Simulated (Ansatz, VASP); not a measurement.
## Two plane-wave programs on Be2ZnSe3

```xyz
12
Lattice="3.7886 0.0015 0.0002 -0.0030 -7.5711 0.0024 -1.8940 1.8941 -8.0853" Properties=species:S:1:pos:R:3 pbc="T T T"
Be   -0.0009   -3.7834   -2.7810
Be    0.0016    0.0018   -2.7837
Be    1.8904   -5.6768   -5.2998
Be    1.8920   -1.8917   -5.3020
Zn    1.8929   -5.6790    0.0014
Zn    1.8938   -1.8925    0.0003
Se   -0.0016   -5.6771   -1.5445
Se   -0.0009   -1.8911   -1.5454
Se   -0.0035   -5.6769   -6.5356
Se   -0.0016   -1.8916   -6.5377
Se    1.8925   -3.7835   -4.0405
Se    1.8941    0.0015   -4.0422
```

Change from the starting cell: cell x2, atoms moved at random (sigma 0.05 Å) and cell strained at random (1.5 %), then relaxed without symmetry.

Alike in both runs: functional PBE; k mesh 4 × 2 × 4; occupations gaussian, width 0.1 eV; no spin polarisation.

Ansatz relaxed the structure, and its values are those at the end. VASP's run is a single point on that final structure, the one shown.

|  | VASP | Ansatz |
| --- | --- | --- |
| version | VASP 6.6.1 | Ansatz 0.2.0 |
| potentials or method | VASP PAW PBE potentials, release 64 (Be, Zn, Se), cutoff 520 eV | scalar-relativistic, plane waves, PAW |
| valence electrons in the cell | 68 | 128 |

|  | VASP | Ansatz | Ansatz less VASP |
| --- | --- | --- | --- |
| gap on the k mesh at the Fermi level (eV) | 2.62 | 2.63 | +0.008 |
| least direct gap on the mesh (eV) | 2.65 | 2.66 | +0.003 |
| pressure (GPa) | 0.2 | 0.0 | -0.20 |
| rms of the force components (eV/Å) | 0.007 | 0.004 | -0.0031 |

The functional is the same, so the differences come from potentials, cutoffs and numerics. VASP's potentials hold 68 valence electrons a cell and Ansatz's 128, so a difference there can come from the potentials and not from the codes.

The k mesh is coarse, so the values compare programs but aren't converged.
